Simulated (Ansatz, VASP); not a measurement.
# TiO2 in VASP and in Ansatz

```xyz
3
Lattice="2.8827 0.0000 0.0000 -1.4413 2.4965 0.0000 0.0000 0.0000 5.8191" Properties=species:S:1:pos:R:3 pbc="T T T"
Ti    0.0000    0.0000    0.0000
O     0.0000    1.6643    1.1259
O     0.0000    1.6643    4.6932
```

Alike in both runs: task relaxation of cell and atoms; functional PBE; k mesh 12 × 12 × 6; occupations gaussian, width 0.02 eV; no spin polarisation.

```csv
,VASP,Ansatz
version,VASP 6.6.1,Ansatz 0.2.0
potentials or method,"VASP PAW PBE potentials, release 64 (Ti_sv, O), cutoff 600 eV","scalar-relativistic, plane waves, PAW"
valence electrons in the cell,24,24
```

```tsv
	VASP	Ansatz	Ansatz less VASP
gap on the k mesh at the Fermi level, each at its own relaxed structure (eV)	1.03	1.10	+0.065
relaxed volume (Å³/atom)	13.99	14.44	+0.449
relaxed cell length with the largest relative difference (Å)	5.824	6.021	+0.1964
```
